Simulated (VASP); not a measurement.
# NaH (Fm-3m) in VASP: notebook, part 2 of 2

VASP 6.6.1. Earlier steps stand in the parts before.

## (3) Single point, r2SCAN

This run uses another cell than the first one, of 13.78 Å³/atom.

POSCAR

```
NaH
1.0
    0.0000000000      2.3975122885      2.3975122885
    2.3975122885      0.0000000000      2.3975122885
    2.3975122885      2.3975122885      0.0000000000
Na H
1 1
Direct
    0.0000000000      0.0000000000      0.0000000000
    0.5000000000      0.5000000000      0.5000000000
```

INCAR.step1

```
SYSTEM = NaH
  PREC = Accurate
  ENCUT = 520
  ISMEAR = 0
  SIGMA = 0.01
  LREAL = .FALSE.
  LASPH = .TRUE.
  NELM = 60
  NBANDS = 11
  GGA = PE
  ALGO = Normal
  EDIFF = 1E-4
  LWAVE = .TRUE.
  LCHARG = .FALSE.
```

INCAR.step2

```
SYSTEM = NaH
  PREC = Accurate
  ENCUT = 520
  EDIFF = 1E-6
  ISMEAR = 0
  SIGMA = 0.01
  LREAL = .FALSE.
  LASPH = .TRUE.
  NELM = 60
  ALGO = Normal
  ISIF = 2
  LWAVE = .FALSE.
  LCHARG = .FALSE.
  METAGGA = R2SCAN
  LMIXTAU = .TRUE.
  NBANDS = 11
  ISTART = 1
```

KPOINTS

```
Automatic mesh
0
G
  10 10 10
  0 0 0
```

Potentials or basis: VASP PAW PBE potentials, release 64 (Na_pv, H).

On the command line:

```sh
> cat potpaw_PBE.64/Na_pv/POTCAR potpaw_PBE.64/H/POTCAR > POTCAR
> cp INCAR.step1 INCAR
> mpirun -np 1 vasp_std > vasp.out
> cp INCAR.step2 INCAR
> mpirun -np 1 vasp_std > vasp.out
```

OUTCAR:

```text
SYSTEM = NaH
   PREC = Accurate
   ENCUT = 520
   EDIFF = 1E-6
   ISMEAR = 0
   LREAL = .FALSE.
   LASPH = .TRUE.
   NELM = 60
   ISIF = 2
   METAGGA = R2SCAN
   ISTART = 1

 ion  position               nearest neighbor table
   1  0.000  0.000  0.000-
   2  0.500  0.500  0.500-

  LATTYP: Found a face centered cubic cell.
 ALAT       =     4.7950245770

  Lattice vectors:

 A1 = (   0.0000000000,   2.3975122885,   2.3975122885)
 A2 = (   2.3975122885,   0.0000000000,   2.3975122885)
 A3 = (   2.3975122885,   2.3975122885,   0.0000000000)

Analysis of symmetry for initial positions (statically):
=====================================================================
 Subroutine PRICEL returns:
 Original cell was already a primitive cell.

 Routine SETGRP: Setting up the symmetry group for a
 face centered cubic supercell.

 Subroutine GETGRP returns: Found 48 space group operations
 (whereof 48 operations were pure point group operations)
 out of a pool of 48 trial point group operations.

The static configuration has the point symmetry O_h .

[... 164 lines left out ...]
 cond. band min:       3.0293519151   @ k =   0.5000   0.0000   0.0000
 fundamental gap:      4.4285976175
 Fermi energy:        -1.3284509588

 k-point     1 :       0.0000    0.0000    0.0000
  band No.  band energies     occupation
      1     -24.2388      2.00000
      2     -24.2385      2.00000
      3     -24.2385      2.00000
      4      -4.9973      2.00000
      5      10.2746      0.00000
      6      15.1473      0.00000
      7      15.1473      0.00000
      8      15.1473      0.00000
      9      16.1303      0.00000
     10      16.1303      0.00000
     11      16.1303      0.00000
[... 309 lines left out ...]
 k-point    24 :       0.4000    0.3000    0.0000
  band No.  band energies     occupation
      1     -24.3082      2.00000
      2     -24.2660      2.00000
      3     -24.2634      2.00000
      4      -2.4929      2.00000
      5       5.1276      0.00000
      6       8.6534      0.00000
      7      10.7083      0.00000
      8      11.6686      0.00000
      9      13.8738      0.00000
     10      20.9904      0.00000
     11      22.4514      0.00000

 [... further k-points ...]
[... 5 lines left out ...]
  --------------------------------------------------------------------------------------
  -------------------------------------------------------------------------------------
  Total       -0.0530383     -0.0530383     -0.0530383      0.0000000      0.0000000     -0.0000000
  in kB       -3.0831000     -3.0831000     -3.0831000      0.0000000      0.0000000     -0.0000000
  external PRESSURE =      -3.0831000 kB  Pullay stress =       0.0000000 kB

 VOLUME and BASIS-vectors are now :
 -----------------------------------------------------------------------------
  energy-cutoff  :      520.00
  volume of cell :       27.56
      direct lattice vectors                 reciprocal lattice vectors
     0.000000000  2.397512289  2.397512289    -0.208549505  0.208549505  0.208549505
     2.397512289  0.000000000  2.397512289     0.208549505 -0.208549505  0.208549505
     2.397512289  2.397512289  0.000000000     0.208549505  0.208549505 -0.208549505

 POSITION                                       TOTAL-FORCE (eV/Angst)
 -----------------------------------------------------------------------------------
      0.00000      0.00000      0.00000        -0.000000      0.000000     -0.000000
      2.39751      2.39751      2.39751         0.000000      0.000000      0.000000
 -----------------------------------------------------------------------------------
    total drift:                               -0.000000     -0.000000      0.000000

  FREE ENERGIE OF THE ION-ELECTRON SYSTEM (eV)
  ---------------------------------------------------
  free  energy   TOTEN  =        -7.6024479055 eV

  energy  without entropy=       -7.6024479055  energy(sigma->0) =       -7.60244791
```

OUTCAR.step1:

```text
SYSTEM = NaH
   PREC = Accurate
   ENCUT = 520
   ISMEAR = 0
   LREAL = .FALSE.
   LASPH = .TRUE.
[... 558 lines left out ...]
      0.00000      0.00000      0.00000         0.000000     -0.000000      0.000000
      2.39751      2.39751      2.39751        -0.000000      0.000000     -0.000000
 -----------------------------------------------------------------------------------
    total drift:                               -0.000000     -0.000000     -0.000000

  FREE ENERGIE OF THE ION-ELECTRON SYSTEM (eV)
  ---------------------------------------------------
  free  energy   TOTEN  =        -5.0863527950 eV

  energy  without entropy=       -5.0863527950  energy(sigma->0) =       -5.08635279
```

OSZICAR.step1:

```text
N       E                     dE             d eps       ncg     rms          rms(c)
DAV:   1     0.363157229459E+02    0.36316E+02   -0.45954E+03  1043   0.742E+02
DAV:   2    -0.431219639386E+01   -0.40628E+02   -0.40100E+02  1104   0.192E+02
DAV:   3    -0.550804447040E+01   -0.11958E+01   -0.11944E+01  1254   0.317E+01
DAV:   4    -0.551577274904E+01   -0.77283E-02   -0.77277E-02  1191   0.260E+00
DAV:   5    -0.551584719653E+01   -0.74447E-04   -0.74447E-04  1206   0.254E-01    0.321E+00
DAV:   6    -0.517561713826E+01    0.34023E+00   -0.32455E-01  1191   0.281E+00    0.149E+00
DAV:   7    -0.508185075812E+01    0.93766E-01   -0.32368E-01  1154   0.217E+00    0.349E-01
DAV:   8    -0.508641863889E+01   -0.45679E-02   -0.98952E-03  1118   0.968E-01    0.678E-02
DAV:   9    -0.508636825982E+01    0.50379E-04   -0.11289E-03  1233   0.360E-01    0.232E-02
DAV:  10    -0.508635279497E+01    0.15465E-04   -0.59030E-05   691   0.498E-02
   1 F= -.50863528E+01 E0= -.50863528E+01  d E =-.340416-125
```

Wall time 59 s (1 thread of Intel Xeon 8259CL, shared host); peak memory 0.16 GiB.

What came out:

* Free energy: -7.6024 eV
* Pressure: -0.3 GPa
* Band gap on the k mesh: 4.43 eV (least direct gap 5.26 eV)

Caveat: the PAW data sets were made with another functional, which shifts forces and pressure a little. A k mesh can miss the band edges.

## (4) Single point, r2SCAN (strain +1.0%)

POSCAR

```
NaH
1.0
    0.0000000000      2.4214874114      2.4214874114
    2.4214874114      0.0000000000      2.4214874114
    2.4214874114      2.4214874114      0.0000000000
Na H
1 1
Direct
    0.0000000000      0.0000000000      0.0000000000
    0.5000000000      0.5000000000      0.5000000000
```

INCAR.step1

```
PREC     = Accurate       # precision mode
ENCUT    = 520            # plane-wave cutoff, eV
ISMEAR   = 0              # smearing method
SIGMA    = 0.01           # smearing width, eV
LREAL    = F              # projectors in reciprocal space
LASPH    = T              # aspherical terms in the spheres
NELM     = 80             # most SCF steps
NBANDS   = 11             # bands
GGA      = PE             # functional
ALGO     = Normal         # electronic algorithm
EDIFF    = 1E-4           # SCF threshold, eV
LWAVE    = T              # write WAVECAR
LCHARG   = F              # write CHGCAR
```

INCAR.step2

```
PREC     = Accurate       # precision mode
ENCUT    = 520            # plane-wave cutoff, eV
EDIFF    = 1E-7           # SCF threshold, eV
ISMEAR   = 0              # smearing method
SIGMA    = 0.01           # smearing width, eV
LREAL    = F              # projectors in reciprocal space
LASPH    = T              # aspherical terms in the spheres
NELM     = 80             # most SCF steps
ALGO     = Normal         # electronic algorithm
ISIF     = 2              # what is computed and relaxed
LWAVE    = F              # write WAVECAR
LCHARG   = T              # write CHGCAR
METAGGA  = R2SCAN         # meta-GGA
LMIXTAU  = T            
LELF     = T              # ELF
LVHAR    = T            
NBANDS   = 11             # bands
ISTART   = 1
```

KPOINTS

```
regular mesh
0
Gamma
  10 10 10
```

On the command line:

```sh
> cat potpaw_PBE.64/Na_pv/POTCAR potpaw_PBE.64/H/POTCAR > POTCAR
> cp INCAR.step1 INCAR
> mpirun -np 1 vasp_std > vasp.out
> cp INCAR.step2 INCAR
> mpirun -np 1 vasp_std > vasp.out
```

Run time: 85 s. Hardware: 1 thread of Intel Xeon 8259CL, shared host; peak memory 0.16 GiB.

Results (log left out):

```yaml
Free_energy: -7.5995 eV
Pressure: -0.8 GPa
Band_gap_on_the_k_mesh: 4.37 eV (least direct gap 5.19 eV)
```

Levels at points of the mesh, in eV from the valence-band top:
```csv
k point,band 1,band 2,band 3,band 4,band 5,band 6,band 7,band 8
"(0.00, 0.00, 0.00)",-22.90,-22.90,-22.90,-3.52,11.40,16.32,16.32,16.32
"(0.50, 0.00, 0.00)",-22.98,-22.91,-22.91,-0.81,4.37,11.66,13.89,13.89
"(0.50, 0.50, 0.00)",-22.97,-22.93,-22.92,-0.15,5.19,10.70,11.36,11.36
```

Caveat: the cell differs from its parent crystal (strain +1.0%); the PAW data sets were made with another functional, which shifts forces and pressure a little. A k mesh can miss the band edges.

## (5) Summary

| level | cell | smearing | gap on the mesh (eV) | pressure (GPa) |
| --- | --- | --- | --- | --- |
| PBE | a = 3.425 Å, angles 60.0°, 2 atoms | fermi-dirac 0.02 eV | 3.77 | -0.2 |
| r2SCAN | a = 3.391 Å, angles 60.0°, 2 atoms | gaussian 0.01 eV | 4.43 | -0.3 |
| r2SCAN | a = 3.425 Å, angles 60.0°, 2 atoms | gaussian 0.01 eV | 4.37 | -0.8 |

Alike in all rows: task single point; potentials or basis VASP PAW PBE potentials, release 64 (Na_pv, H); no spin polarisation; k mesh 10 × 10 × 10; cutoff (eV) 520.

Caveats: the PAW data sets were made with another functional, which shifts forces and pressure a little (at least some runs).

Absolute energies hang on the potentials; compare differences alone.
